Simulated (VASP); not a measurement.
Here is a VASP 6.6.1 calculation.

Contents of INCAR:

```
PREC = Accurate
ENCUT = 520
EDIFF = 1E-6
ISMEAR = 0
SIGMA = 0.1
LREAL = False
LASPH = True
NELM = 100
ALGO = Normal
ISIF = 2
LWAVE = False
LCHARG = True
GGA = PE
LELF = True
LVHAR = True
NBANDS = 14
```

Contents of KPOINTS:

```
Automatic mesh
0
Gamma
  16 16 16
```

POSCAR

```
B3C
1.0
    2.9087103625      0.0000000000      0.0000000000
    0.0000000000      2.9087103625      0.0000000000
    0.0000000000      0.0000000000      2.9087103625
B C
3 1
Direct
    0.5000000000      0.0000000000      0.0000000000
    0.0000000000      0.5000000000      0.0000000000
    0.0000000000      0.0000000000      0.5000000000
    0.5000000000      0.5000000000      0.5000000000
```

Potentials or basis: VASP PAW PBE potentials, release 64 (B, C).

Launch:

```console
$ cat potpaw_PBE.64/B/POTCAR potpaw_PBE.64/C/POTCAR > POTCAR
$ mpirun -np 1 vasp_std > vasp.out
```

Task: What does it give for the pressure?

Result: 0.1 GPa.
